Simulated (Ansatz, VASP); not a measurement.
W in VASP and in Ansatz

```
W
1.0
    -1.56769    1.56769    1.56769
     1.56769   -1.56769    1.56769
     1.56769    1.56769   -1.56769
W
1
Direct
  0.00000 0.00000 0.00000
```

Alike in both runs: task single point; functional LDA; k mesh 14 × 14 × 14; occupations fermi-dirac, width 0.1 eV; no spin polarisation.

|  | VASP | Ansatz |
| --- | --- | --- |
| version | VASP 6.6.1 | Ansatz 0.2.0 |
| potentials or method | VASP PAW LDA potentials, release 64 (W_sv), cutoff 520 eV | plane waves (420 eV) with PAW, scalar-relativistic |
| valence electrons in the cell | 14 | 14 |

Ansatz gave:

* pressure (GPa): 0.0

Question: What did VASP give for the same quantities?

Answer: Pressure (GPa): 2.0.

Ansatz warns that its potentials were made for another functional, while VASP's fit it. LDA's correlation is that of Perdew and Zunger in VASP and of Perdew and Wang (1992) in Ansatz.

Spin-orbit coupling is off throughout.
